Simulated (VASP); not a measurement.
# Cs2BP2 (Ibam) in VASP: single point with PBE

Aim: the single point of Cs2BP2 with PBE.

Program: VASP 6.6.1. These are calculated values, not measurements. Logs are shortened: lines on timing, memory, paths and dates and some standing lists are left out, and cuts for length are marked.

## 1. The cell of the first run

The structure is orthorhombic, space group Ibam (No. 72). Conventional cell: a = 7.349 Å, b = 13.913 Å, c = 6.102 Å, α = 90.00°, β = 90.00°, γ = 90.00°. Cs (site symmetry m) has 6 P at 3.34 to 4.23 Å and 2 B at 3.45 Å and 4 Cs at 4.05 to 4.33 Å within 4.4 Å. Within 2.7 Å of B (site symmetry 222) lie 4 P at 2.03 Å. Within 2.7 Å of P (site symmetry m) lie 2 B at 2.03 Å and 1 P at 2.69 Å.

## 2. Single point, PBE

The input, INCAR:

```
SYSTEM = Cs2BP2
  PREC = Accurate
  ENCUT = 520
  EDIFF = 1E-6
  ISMEAR = 0
  SIGMA = 0.0232
  LREAL = .False.
  LASPH = .True.
  NELM = 60
  ALGO = Normal
  ISIF = 2
  LWAVE = .False.
  LCHARG = .True.
  GGA = PE
  LELF = .True.
  LVHAR = .True.
  NBANDS = 42
```

The input, KPOINTS:

```
Automatic mesh
0
Gamma
  4 4 4
  0 0 0
```

The input, POSCAR:

```
Cs2BP2
1.0
    0.0000000000      0.0000004152      6.1021770000
    6.9565410000     -3.6745027924      3.0510887500
    6.9565410000      3.6745027924     -3.0510887500
Cs B P
4 2 4
Direct
    0.3187162599      0.0357911602      0.6732236800
    0.6812837401      0.9642088398      0.3267763200
    0.1812837401      0.6732236800      0.0357911602
    0.8187162599      0.3267763200      0.9642088398
    0.2500000000      0.5000000000      0.5000000000
    0.7500000000      0.5000000000      0.5000000000
    0.3771643267      0.6943508048      0.4486794582
    0.6228356733      0.3056491952      0.5513205418
    0.1228356733      0.4486794582      0.6943508048
    0.8771643267      0.5513205418      0.3056491952
```

Potentials or basis: VASP PAW PBE potentials, release 64 (Cs_sv, B, P).

Command:

```console
cat potpaw_PBE.64/Cs_sv/POTCAR potpaw_PBE.64/B/POTCAR potpaw_PBE.64/P/POTCAR > POTCAR
mpirun -np 1 vasp_std > vasp.out
```

OUTCAR:

```text
SYSTEM = Cs2BP2
   PREC = Accurate
   ENCUT = 520
   EDIFF = 1E-6
   ISMEAR = 0
   LREAL = .False.
   LASPH = .True.
   NELM = 60
   ISIF = 2
   GGA = PE

 ion  position               nearest neighbor table
   1  0.319  0.036  0.673-
   2  0.681  0.964  0.327-
   3  0.181  0.673  0.036-
   4  0.819  0.327  0.964-
   5  0.250  0.500  0.500-   7 2.03   9 2.03  10 2.03   8 2.03
   6  0.750  0.500  0.500-   8 2.03  10 2.03   9 2.03   7 2.03
   7  0.377  0.694  0.449-   5 2.03   6 2.03   8 2.69
   8  0.623  0.306  0.551-   6 2.03   5 2.03   7 2.69
   9  0.123  0.449  0.694-   5 2.03   6 2.03  10 2.69
  10  0.877  0.551  0.306-   6 2.03   5 2.03   9 2.69

  LATTYP: Found a body centered orthorhombic cell.
 ALAT       =     6.1021770000
 B/A-ratio  =     1.2043252760
 C/A-ratio  =     2.2800194095

  Lattice vectors:

 A1 = (  -6.9565410000,  -3.6745027924,   3.0510887500)
 A2 = (  -6.9565410000,   3.6745027924,  -3.0510887500)
 A3 = (   6.9565410000,  -3.6745032076,  -3.0510882500)

Analysis of symmetry for initial positions (statically):
=====================================================================
 Subroutine PRICEL returns:
 Original cell was already a primitive cell.

 Routine SETGRP: Setting up the symmetry group for a
 body centered orthorhombic supercell.

 Subroutine GETGRP returns: Found  8 space group operations
 (whereof  4 operations were pure point group operations)
 out of a pool of  8 trial point group operations.

The static configuration has the point symmetry C_2h.
 The point group associated with its full space group is D_2h.

Analysis of symmetry for dynamics (positions and initial velocities):
=====================================================================
 Subroutine PRICEL returns:
 Original cell was already a primitive cell.

 Routine SETGRP: Setting up the symmetry group for a
 body centered orthorhombic supercell.

 Subroutine GETGRP returns: Found  8 space group operations
 (whereof  4 operations were pure point group operations)
 out of a pool of  8 trial point group operations.

The dynamic configuration has the point symmetry C_2h.
 The point group associated with its full space group is D_2h.

[... 110 lines left out ...]
   NSW    =      0    number of steps for IOM
   IBRION =     -1    ionic relax: 0-MD 1-quasi-New 2-CG
   NFREE  =      0    steps in history (QN), initial steepest desc. (CG)
   ISIF   =      2    stress and relaxation
   ISYM   =      2    0-nonsym 1-usesym 2-fastsym
   POTIM  = 0.5000    time-step for ionic-motion
   TEBEG  =    0.0;   TEEND  =   0.0 temperature during run
   PSTRESS=    0.0 pullay stress
   NELECT =      62.0000    total number of electrons
   NUPDOWN=      -1.0000    fix difference up-down
   EMIN   =  10.00;   EMAX   =-10.00  energy-range for DOS
   EFERMI =   0.00;   METHOD = LEGACY
   ISMEAR =     0;   SIGMA  =   0.02  broadening in eV -4-tet -1-fermi 0-gaus
   EFERMI_NEDOS =   21; number of points for ismear=-14 and -15
   IALGO  =     38    algorithm
   IMIX   =      4    mixing-type and parameters
     AMIX     =   0.40;   BMIX     =  1.00
     AMIX_MAG =   1.60;   BMIX_MAG =  1.00
  volume/ion in A,a.u.               =      31.20       210.52
  Fermi-wavevector in a.u.,A,eV,Ry     =   0.955366  1.805380 12.418368  0.912724
  Thomas-Fermi vector in A             =   2.084197
   LORBIT       =      0    0 simple, 1 ext, 2 COOP (PROOUT), +10 PAW based schemes
   GGA     = PE    functional components
   LHFCALC =     F    Hartree Fock is set to
   AEXX    =    0.0000 exact exchange contribution
   IVDW    =     0    specifies the selected vdW correction
   LEPSILON=     F    determine dielectric tensor
   LRPA    =     F    only Hartree local field effects (RPA)
 non-spin polarized calculation
 Gauss-broadening in eV      SIGMA  =   0.02
  energy-cutoff  :      520.00
  volume of cell :      311.97
 maximum number of plane-waves:      8424
 NGX is ok and might be reduce to    48
   NGX = 23   NGY = 31   NGZ = 31

 number of electron      62.0000001 magnetization

 Free energy of the ion-electron system (eV)
  ---------------------------------------------------
  ext. energy  EPLUGINS =         0.00000000
  ---------------------------------------------------
  free energy    TOTEN  =       -40.24054506 eV

  energy without entropy =      -40.23925894  energy(sigma->0) =      -40.23990200

 E-fermi :   3.0162     XC(G=0):  -8.2365

 val. band max:        2.9971904845   @ k =   0.0000   0.5000   0.0000
 cond. band min:       3.0174790247   @ k =   0.0000   0.0000   0.0000
 fundamental gap:      0.0202885403
 Fermi energy:         3.0162194823

 k-point     1 :       0.0000    0.0000    0.0000
  band No.  band energies     occupation
      1     -19.5618      2.00000
      2     -19.4876      2.00000
      3     -19.4452      2.00000
      4     -19.4223      2.00000
      5      -9.9941      2.00000
      6      -8.1264      2.00000
[... 799 lines left out ...]
     41       6.7171      0.00000
     42       7.2474      0.00000

------------------------ aborting loop because EDIFF is reached ----------------------------------------

  FORCE on cell =-STRESS in cart. coord.  units (eV):
  Direction    XX          YY          ZZ          XY          YZ          ZX
  --------------------------------------------------------------------------------------
  -------------------------------------------------------------------------------------
  Total        0.5438079      0.6816645     -4.4303114      0.0000000     -0.0000003      0.0000000
  in kB        2.7928611      3.5008581    -22.7529695      0.0000000     -0.0000018      0.0000000
  external PRESSURE =      -5.4864168 kB  Pullay stress =       0.0000000 kB

 VOLUME and BASIS-vectors are now :
 -----------------------------------------------------------------------------
  energy-cutoff  :      520.00
  volume of cell :      311.97
      direct lattice vectors                 reciprocal lattice vectors
     0.000000000  0.000000415  6.102177000     0.000000000  0.136072835  0.163875932
     6.956541000 -3.674502792  3.051088750     0.071874801 -0.136072824  0.000000009
     6.956541000  3.674502792 -3.051088750     0.071874801  0.136072824 -0.000000009

 POSITION                                       TOTAL-FORCE (eV/Angst)
 -----------------------------------------------------------------------------------
      4.93229      2.34225     -0.00000        -0.019012      0.011729     -0.000000
      8.98079     -2.34225      6.10218         0.019012     -0.011729      0.000000
      4.93229     -2.34225      3.05109        -0.019012     -0.011729      0.000000
      8.98079      2.34225      3.05109         0.019012      0.011729     -0.000000
      6.95654      0.00000      1.52554        -0.000000      0.000000      0.000000
      6.95654      0.00000      4.57663        -0.000000      0.000000      0.000000
      7.95154     -0.90272      3.05109        -0.019633      0.024929     -0.000000
      5.96155      0.90272      3.05109         0.019633     -0.024929      0.000000
      7.95154      0.90272     -0.00000        -0.019633     -0.024929      0.000000
      5.96155     -0.90272      6.10218         0.019633      0.024929     -0.000000
 -----------------------------------------------------------------------------------
    total drift:                               -0.000000      0.000000     -0.000000

  FREE ENERGIE OF THE ION-ELECTRON SYSTEM (eV)
  ---------------------------------------------------
  free  energy   TOTEN  =       -40.2405450632 eV

  energy  without entropy=      -40.2392589393  energy(sigma->0) =      -40.23990200
```

OSZICAR:

```text
N       E                     dE             d eps       ncg     rms          rms(c)
DAV:   1     0.381343948595E+03    0.38134E+03   -0.24940E+04  1512   0.123E+03
DAV:   2    -0.628907410767E+01   -0.38763E+03   -0.37318E+03  1944   0.215E+02
DAV:   3    -0.438139399209E+02   -0.37525E+02   -0.37193E+02  1920   0.715E+01
[... 18 lines left out ...]
DAV:  22    -0.402406128416E+02    0.86469E-04   -0.56279E-05  1740   0.262E-02    0.232E-01
DAV:  23    -0.402405586308E+02    0.54211E-04   -0.66194E-05  1720   0.280E-02    0.927E-02
DAV:  24    -0.402405475389E+02    0.11092E-04   -0.15120E-05  1856   0.134E-02    0.274E-02
DAV:  25    -0.402405457003E+02    0.18386E-05   -0.10016E-06   914   0.371E-03    0.843E-03
DAV:  26    -0.402405450632E+02    0.63711E-06   -0.50570E-07   840   0.256E-03
   1 F= -.40240545E+02 E0= -.40239902E+02  d E =-.128612E-02
```

Wall time 6 min (1 thread of AMD EPYC 7R13 (Zen 3), shared host); peak memory 0.54 GiB.

Results:

```yaml
Free_energy: -40.2405 eV
Pressure: -0.5 GPa
Largest_force: 0.032 eV/Å
Band_gap_on_the_k_mesh: zero (bands 31 and 32 overlap by 0.53 eV)
```

Forces in eV/Å, atoms in the order of the input:
```
Cs  -0.019  0.012  0.000
Cs   0.019 -0.012  0.000
Cs  -0.019 -0.012  0.000
Cs   0.019  0.012  0.000
B    0.000  0.000  0.000
B    0.000  0.000  0.000
P   -0.020  0.025  0.000
P    0.020 -0.025  0.000
P   -0.020 -0.025  0.000
P    0.020  0.025  0.000
```

Caveat: spin-orbit coupling is left out, which moves the levels of the heavy elements.

The gap in the log of VASP goes by the Fermi energy; the results here count the filled bands.